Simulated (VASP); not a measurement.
## AlRu: single point with PBEsol

AlRu:

```
CELL_PARAMETERS angstrom
2.99160 0.00000 0.00000
0.00000 2.99160 0.00000
0.00000 0.00000 2.99160
ATOMIC_POSITIONS crystal
Al 0.98777 0.06233 0.04027
Ru 0.50000 0.50000 0.50000
```

This cell differs from its parent crystal: one atom moved.

```yaml
Program: VASP 6.6.1
Task: single point
Functional: PBEsol
Potentials_or_basis: VASP PAW PBE potentials, release 64 (Al, Ru_pv)
Cutoff: 520 eV
k_mesh: 12 × 12 × 12
Occupations: gaussian, width 0.1 eV
Spin: no spin polarisation
```

```json
{
 "Pressure": "0.6 GPa",
 "Largest force": "1.838 eV/Å"
}
```

Forces on the atoms (eV/Å):
```
Al   0.324 -1.492 -1.023
Ru  -0.324  1.492  1.023
```

Stress tensor (GPa, compression positive):
```
 1.81 -1.11 -0.77
-1.11 -0.78  3.46
-0.77  3.46  0.72
```

Levels at points of the mesh, in eV from the Fermi level:
| k point | band 5 | band 6 | band 7 | band 8 | band 9 | band 10 | band 11 | band 12 | band 13 | band 14 |
| --- | --- | --- | --- | --- | --- | --- | --- | --- | --- | --- |
| (0.00, 0.00, 0.00) | -3.63 | -3.60 | 0.11 | 0.20 | 0.22 | 6.12 | 6.17 | 6.28 | 11.09 | 11.14 |
| (0.50, 0.00, 0.00) | -5.42 | -2.82 | -1.63 | -1.57 | 0.44 | 2.28 | 7.50 | 11.20 | 11.26 | 11.89 |
| (0.00, 0.50, 0.00) | -5.31 | -2.85 | -1.59 | -1.55 | 0.40 | 2.33 | 7.60 | 10.99 | 11.01 | 12.43 |
| (0.00, 0.00, 0.50) | -5.38 | -2.83 | -1.64 | -1.55 | 0.42 | 2.30 | 7.54 | 11.09 | 11.17 | 12.07 |
| (0.50, 0.50, 0.00) | -3.16 | -1.49 | -1.40 | -1.02 | -0.93 | 1.54 | 5.31 | 6.17 | 10.88 | 12.06 |
| (0.00, 0.50, 0.50) | -3.22 | -1.36 | -1.27 | -1.14 | -1.10 | 1.54 | 5.33 | 6.21 | 10.77 | 12.06 |
| (0.50, 0.00, 0.50) | -3.07 | -1.59 | -1.54 | -0.86 | -0.82 | 1.53 | 5.27 | 6.13 | 11.04 | 12.07 |
| (0.50, 0.50, 0.50) | -4.59 | -4.57 | 1.63 | 1.64 | 2.55 | 4.07 | 4.11 | 4.18 | 8.63 | 8.66 |

Run time: 2.6 min on 1 thread of Intel Xeon 6975P-C, on a shared host, peak memory 0.45 GiB.

Caveat: the cell differs from its parent crystal (one atom moved); the PAW data sets were made with another functional, which shifts forces and pressure a little.
